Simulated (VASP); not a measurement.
Write the native input for VASP 6.6.1 that does the following.

- Task: relaxation of shape and atoms at fixed volume
- Functional: PBE
- Potentials or basis: VASP PAW PBE potentials, release 64 (Si, O)
- Cutoff: 600 eV
- k mesh: 6 × 6 × 6
- Occupations: gaussian, width 0.02 eV
- Spin: no spin polarisation
- Dipole correction: no
- Further INCAR settings: ALGO = Normal; EDIFF = 1e-06; IBRION = 2; EDIFFG = -0.01; NSW = 50; ISIF = 4

The structure of SiO2 lies in POSCAR:

```
SiO2
1.0
   -2.4190322059      2.4190322059      3.6254661007
    2.4190322059     -2.4190322059      3.6254661007
    2.4190322059      2.4190322059     -3.6254661007
Si O
2 4
Direct
    0.0000000000      0.0000000000      0.0000000000
    0.7500000000      0.2500000000      0.5000000000
    0.9883498847      0.6250000000      0.8633498847
    0.3750000000      0.2383498847      0.3633498847
    0.7616501153      0.1250000000      0.1366501153
    0.8750000000      0.0116501153      0.6366501153
```

One way to write it, as run:

INCAR

```
SYSTEM = SiO2
PREC = Accurate ; ENCUT = 600
EDIFF = 1E-6 ; ISMEAR = 0
SIGMA = 0.02 ; LREAL = .False.
LASPH = .True. ; NELM = 80
ALGO = Normal ; ISIF = 4
LWAVE = .False. ; LCHARG = .False.
GGA = PE ; IBRION = 2
NSW = 50 ; EDIFFG = -0.01
```

KPOINTS

```
regular mesh
0
Gamma
  6 6 6
  0 0 0
```

Potentials or basis: VASP PAW PBE potentials, release 64 (Si, O).

Launch:

```console
$ cat potpaw_PBE.64/Si/POTCAR potpaw_PBE.64/O/POTCAR > POTCAR
$ mpirun -np 1 vasp_std > vasp.out
```

It gave:

- Energy gained by relaxing: 6.8 meV/atom
- Ionic steps: 6
- Pressure after relaxing: 2.5 GPa
- Band gap on the k mesh: 6.05 eV

It took 91 s on 1 thread of Intel(R) Xeon(R) 6975P-C (Granite Rapids), on a shared host, peak memory 0.26 GiB.
